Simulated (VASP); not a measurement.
W, 1 atom in the cell. Symmetry: Im-3m, No. 229, cubic system. The conventional cell has a = 3.184 Å, b = 3.184 Å, c = 3.184 Å, α = 90.00°, β = 90.00°, γ = 90.00°. Within 3.6 Å of W (site symmetry m-3m) lie 14 W at 2.76 to 3.18 Å. 

```yaml
Program: VASP 6.6.1
Task: single point
Functional: PBE
Potentials_or_basis: VASP PAW PBE potentials, release 64 (W_sv)
Cutoff: 520 eV
k_mesh: 14 × 14 × 14
Occupations: fermi-dirac, width 1 eV
Spin: no spin polarisation
Dipole_correction: no
Further_INCAR_settings: ALGO = Normal; EDIFF = 1e-06; NBANDS = 13
```

Potentials or basis: VASP PAW PBE potentials, release 64 (W_sv).

Launch:

```bash
$ cat potpaw_PBE.64/W_sv/POTCAR > POTCAR
$ mpirun -np 1 vasp_std > vasp.out
```

Hardware: 1 thread of AMD EPYC 7R13 (shared host).

Question: Estimate the wall time of this run.

Answer: It took 44 s on 1 thread of AMD EPYC 7R13 (shared host), peak memory 0.12 GiB. Counts: scf iterations 11, k points 104.
